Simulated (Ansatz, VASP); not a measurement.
Two plane-wave programs on Be2PtBr6

```
Be Pt Br
1.0
     0.00000    4.59191    4.59191
     4.59191    0.00000    4.59191
     4.59191    4.59191    0.00000
Be Pt Br
2 1 6
Cartesian
  6.8879 6.8879 6.8879
  2.2960 2.2960 2.2960
  0.0000 0.0000 0.0000
  0.0000 2.2960 2.2960
  4.5919 2.2960 2.2960
  2.2960 0.0000 2.2960
  2.2960 4.5919 2.2960
  2.2960 2.2960 0.0000
  2.2960 2.2960 4.5919
```

Change from the starting cell: ordered vacancies on the A sites of perovskite (Fm-3m, No. 225).

Alike in both runs: task single point; functional PBE; k mesh 4 × 4 × 4; occupations gaussian, width 0.1 eV; no spin polarisation.

```csv
,VASP,Ansatz
version,VASP 6.6.1,Ansatz 0.2.0
potentials or method,"VASP PAW PBE potentials, release 64 (Be, Pt, Br), cutoff 520 eV","scalar-relativistic, plane waves, PAW"
valence electrons in the cell,56,64
```

|  | VASP | Ansatz | Ansatz less VASP |
| --- | --- | --- | --- |
| gap on the k mesh at the Fermi level (eV) | none | none | - |
| pressure (GPa) | 7.1 | 7.1 | -0.02 |

A gap of «none» marks a metal or a gap that the smearing closes. VASP's potentials hold 56 valence electrons a cell and Ansatz's 64, so a difference there can come from the potentials and not from the codes.

Neither program's run includes spin-orbit coupling.
